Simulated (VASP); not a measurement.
Runs of VASP 6.6.1 on Cd. The structure is that of space group Fm-3m (No. 225), or close to it. The cells are those of the table. 

```tsv
cell	gap on the mesh (eV)	pressure (GPa)
a = 3.216 Å, angles 60.0°, 1 atom	none	-0.9
a = 3.100 Å, angles 60.0°, 1 atom	none	(b)
a = 3.130 Å, angles 60.0°, 1 atom	none	2.9
a = 3.159 Å, angles 60.0°, 1 atom	none	1.4
a = 3.244 Å, angles 60.0°, 1 atom	none	(a)
a = 3.271 Å, angles 60.0°, 1 atom	none	-2.4
a = 3.145, b = 3.145, c = 3.022 Å, angles 61.3, 61.3, 57.4°, 1 atom	none	4.8
```

Alike in all rows: task single point; level PBE; potentials or basis VASP PAW PBE potentials, release 64 (Cd); no spin polarisation; k mesh 18 × 18 × 18; cutoff (eV) 520; smearing gaussian 0.15 eV.

Problem. Fill in the values left out.

Solution. (a) -1.8; (b) 4.6.

A k mesh can miss the band edges, and the runs leave out spin-orbit coupling on Cd.

A gap of «none» marks levels without a gap at the run's occupations.
